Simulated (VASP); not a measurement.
Set up this calculation in VASP 6.6.1, as the native input.

```
Task                    : single point
Functional              : revPBE
Potentials or basis     : VASP PAW PBE potentials, release 64 (Br)
Cutoff                  : 400 eV
k mesh                  : 13 × 13 × 13
Occupations             : methfessel-paxton, width 0.1 eV
Spin                    : no spin polarisation
Dipole correction       : no
k mesh for the DOS      : 20 × 20 × 20
Occupations for the DOS : tetrahedron
Further INCAR settings  : ALGO = Normal; EDIFF = 1e-06; NBANDS = 10
```

The system is Br.

```
CELL_PARAMETERS angstrom
-1.42349 1.42349 3.57752
1.42349 -1.42349 3.57752
1.42349 1.42349 -3.57752
ATOMIC_POSITIONS crystal
Br 0.00000 0.00000 0.00000
```

The input as run:

POSCAR

```
Br
1.0
   -1.4234917050      1.4234917050      3.5775173700
    1.4234917050     -1.4234917050      3.5775173700
    1.4234917050      1.4234917050     -3.5775173700
Br
1
Direct
    0.0000000000      0.0000000000      0.0000000000
```

INCAR.step1

```
SYSTEM = Br
PREC     = Accurate       ! precision mode
ENCUT    = 400            ! plane-wave cutoff, eV
EDIFF    = 1E-6           ! SCF threshold, eV
ISMEAR   = 1              ! smearing method
SIGMA    = 0.1            ! smearing width, eV
LREAL    = .False.        ! projectors in reciprocal space
LASPH    = .True.         ! aspherical terms in the spheres
NELM     = 120            ! most SCF steps
ALGO     = Normal         ! electronic algorithm
ISIF     = 2              ! what is computed and relaxed
LWAVE    = .False.        ! write WAVECAR
LCHARG   = .True.         ! write CHGCAR
GGA      = RE             ! functional
NBANDS   = 10             ! bands
GGA_COMPAT= .False.      
NEDOS    = 2001           ! points of the DOS
LORBIT   = 11             ! projections on sites
```

KPOINTS.step1

```
regular mesh
0
Gamma
  13 13 13
  0 0 0
```

INCAR.step2

```
SYSTEM = Br
PREC     = Accurate       ! precision mode
ENCUT    = 400            ! plane-wave cutoff, eV
EDIFF    = 1E-6           ! SCF threshold, eV
ISMEAR   = -5             ! smearing method
SIGMA    = 0.1            ! smearing width, eV
LREAL    = .False.        ! projectors in reciprocal space
LASPH    = .True.         ! aspherical terms in the spheres
NELM     = 120            ! most SCF steps
ALGO     = Normal         ! electronic algorithm
ISIF     = 2              ! what is computed and relaxed
LWAVE    = .False.        ! write WAVECAR
LCHARG   = .False.        ! write CHGCAR
GGA      = RE             ! functional
LORBIT   = 11             ! projections on sites
NBANDS   = 10             ! bands
NEDOS    = 1001           ! points of the DOS
ICHARG   = 11             ! starting density
GGA_COMPAT= .False.
```

KPOINTS.step2

```
regular mesh
0
Gamma
  20 20 20
  0 0 0
```

Potentials or basis: VASP PAW PBE potentials, release 64 (Br).

The run is started by

```sh
$ cat potpaw_PBE.64/Br/POTCAR > POTCAR
$ cp INCAR.step1 INCAR
$ cp KPOINTS.step1 KPOINTS
$ mpirun -np 1 vasp_std > vasp.out
$ cp INCAR.step2 INCAR
$ cp KPOINTS.step2 KPOINTS
$ mpirun -np 1 vasp_std > vasp.out
```

Results of the run:

```
Valence electrons inside the program's atomic spheres : Br 4.72
```

Caveat: an odd number of electrons without spin polarisation forces a metal; a magnetic or distorted state may lie lower.

It took 59 s on 1 thread of Intel(R) Xeon(R) 6975P-C (Granite Rapids), on a shared host, peak memory 0.23 GiB.
